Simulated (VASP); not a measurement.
Write the native input for VASP 6.6.1 that does the following.

* Task: relaxation of cell and atoms
* Functional: PBEsol
* Potentials or basis: VASP PAW PBE potentials, release 64 (Ga_d, P)
* Cutoff: 600 eV
* k mesh: 6 × 6 × 6
* Occupations: fermi-dirac, width 0.03 eV
* Spin: no spin polarisation
* Dipole correction: no
* Further INCAR settings: ALGO = Normal; EDIFF = 1e-06; IBRION = 2; EDIFFG = -0.01; NSW = 100; ISIF = 3

The structure of GaP lies in POSCAR:

```
GaP
1.0
    3.4343085400      0.0000000000      0.0000000000
    0.0000000000      3.4343085400      0.0000000000
    0.0000000000      0.0000000000      3.4343085400
Ga P
1 1
Direct
    0.0000000000      0.0000000000      0.0000000000
    0.5000000000      0.5000000000      0.5000000000
```

One way to write it, as run:

INCAR

```
SYSTEM = GaP
  ALGO = Normal
  EDIFF = 1E-6
  EDIFFG = -0.01
  ENCUT = 600
  GGA = PS
  IBRION = 2
  ISIF = 3
  ISMEAR = -1
  LASPH = .True.
  LCHARG = .False.
  LREAL = .False.
  LWAVE = .False.
  NELM = 60
  NSW = 100
  PREC = Accurate
  SIGMA = 0.03
```

KPOINTS

```
k-points
0
Gamma
  6 6 6
  0 0 0
```

Potentials or basis: VASP PAW PBE potentials, release 64 (Ga_d, P).

Command:

```bash
$ cat potpaw_PBE.64/Ga_d/POTCAR potpaw_PBE.64/P/POTCAR > POTCAR
$ mpirun -np 1 vasp_std > vasp.out
```

Results of the run:

* Relaxed volume: 15.98 Å³/atom
* Relaxed cell: a = 3.173 Å, b = 3.173 Å, c = 3.173 Å, α = 90.00°, β = 90.00°, γ = 90.00°
* Space group after relaxing (to 0.05 Å): Pm-3m (No. 221)
* Energy gained by relaxing: 201.9 meV/atom
* Ionic steps: 13
* Pressure after relaxing: -0.1 GPa

Caveat: the volume moved by over 15 % at a fixed basis, so the end points are rough; the bands computed are all filled at some k points, so no gap is given; the PAW data sets were made with another functional, which shifts forces and pressure a little.

Run time: 100 s on 1 thread of Intel Xeon 8259CL, on a shared host, peak memory 0.16 GiB.
